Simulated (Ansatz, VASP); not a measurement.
# CaO: VASP beside Ansatz

File POSCAR:

```
CaO
1.0
    0.0252122137      2.3987868261      2.3987868261
    2.3987868261      0.0252122137      2.3987868261
    2.3987868261      2.3987868261      0.0252122137
Ca O
1 1
Direct
    0.0000000000      0.0000000000      0.0000000000
    0.5000000000      0.5000000000      0.5000000000
```

File INCAR.step1:

```
ALGO = Normal
EDIFF = 1E-5
ENCUT = 1480
GGA = PE
GGA_COMPAT = F
ISMEAR = 0
LASPH = T
LCHARG = F
LREAL = F
LWAVE = T
NBANDS = 15
NELM = 120
PREC = Accurate
SIGMA = 0.01
```

Contents of INCAR.step2:

```
ALGO = Normal
EDIFF = 1E-6
ENCUT = 1480
GGA_COMPAT = F
ISIF = 2
ISMEAR = 0
ISTART = 1
LASPH = T
LCHARG = T
LELF = T
LMIXTAU = T
LREAL = F
LVHAR = T
LWAVE = F
METAGGA = R2SCAN
NBANDS = 15
NELM = 120
PREC = Accurate
SIGMA = 0.01
```

Contents of KPOINTS:

```
k-points
0
Gamma
  10 10 10
```

Input for Ansatz:

```yaml
crystal:
  lattice:
    - [0.0252122137, 2.3987868261, 2.3987868261]
    - [2.3987868261, 0.0252122137, 2.3987868261]
    - [2.3987868261, 2.3987868261, 0.0252122137]
  atoms:
    - { symbol: Ca, position: [0.0, 0.0, 0.0] }
    - { symbol: O, position: [0.5, 0.5, 0.5] }
kpoints:
  mp_grid: { grid: [10, 10, 10] }
  band_path:
    path:
      - [0.0, 0.0, 0.0]
      - [0.5, 0.0, 0.5]
      - [0.625, 0.25, 0.625]
      - [0.375, 0.375, 0.75]
      - [0.5, 0.5, 0.5]
      - [0.5, 0.25, 0.75]
      - [0.0, 0.5, 0.5]
    npoints: 1
hamiltonian:
  xc: r2scan
scf:
  occupations: { method: fixed }
  n_extra_bands: 4
output:
  forces: true
  stress: true
  eigenvalues: true
  write_density: true
  write_potential: true
  elf: true
  volumetric_format: npy
```

Change from the starting cell: epitaxial_111 strain -1.0%.

Alike in both runs: task single point; functional r2SCAN; k mesh 10 × 10 × 10; no spin polarisation.

|  | VASP | Ansatz |
| --- | --- | --- |
| version | VASP 6.6.1 | Ansatz 0.2.0 |
| potentials or method | VASP PAW PBE potentials, release 64 (Ca_sv, O_h) | plane waves, PAW |
| plane-wave cutoff (eV) | 1480 | 500 |
| occupations | gaussian, width 0.01 eV | fixed |
| valence electrons in the cell | 16 | 16 |

VASP gave:

```
gap on the k mesh at the Fermi level (eV)                     : 4.17
pressure (GPa)                                                : 2.8
traceless stress, the component that is largest in VASP (GPa) : -0.85
```

Task: Estimate Ansatz's values.

Result: gap on the k mesh at the Fermi level (eV): 4.17; pressure (GPa): 1.7; traceless stress, the component that is largest in VASP (GPa): -0.86.

VASP's potentials were made for PBE, not for r2SCAN.
